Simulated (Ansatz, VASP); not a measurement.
## Cu in VASP and in Ansatz

```
Cu
1.0
     2.53410    0.00000    0.00000
    -1.26705    2.19459    0.00000
     0.00000    0.00000    4.11257
Cu
2
Direct
  0.33333 0.66667 0.25000
  0.66667 0.33333 0.75000
```

Alike in both runs: task single point; functional PBE; k mesh 24 × 24 × 14; no spin polarisation.

|  | VASP | Ansatz |
| --- | --- | --- |
| version | VASP 6.6.1 | Ansatz 0.2.0 |
| potentials or method | VASP PAW PBE potentials, release 64 (Cu), cutoff 520 eV | scalar-relativistic, plane waves, PAW |
| occupations | methfessel-paxton of order 1, width 0.2 eV | cold, width 0.2 eV |
| valence electrons in the cell | 22 | 38 |

|  | VASP | Ansatz | Ansatz less VASP |
| --- | --- | --- | --- |
| gap on the k mesh at the Fermi level (eV) | none | none | - |
| pressure (GPa) | 8.1 | 7.2 | -0.93 |
| traceless stress, the component that is largest in VASP (GPa) | 1.16 | 1.16 | +0.006 |

A gap of «none» marks a metal or a gap that the smearing closes. VASP's potentials hold 22 valence electrons a cell and Ansatz's 38, so a difference there can come from the potentials and not from the codes.
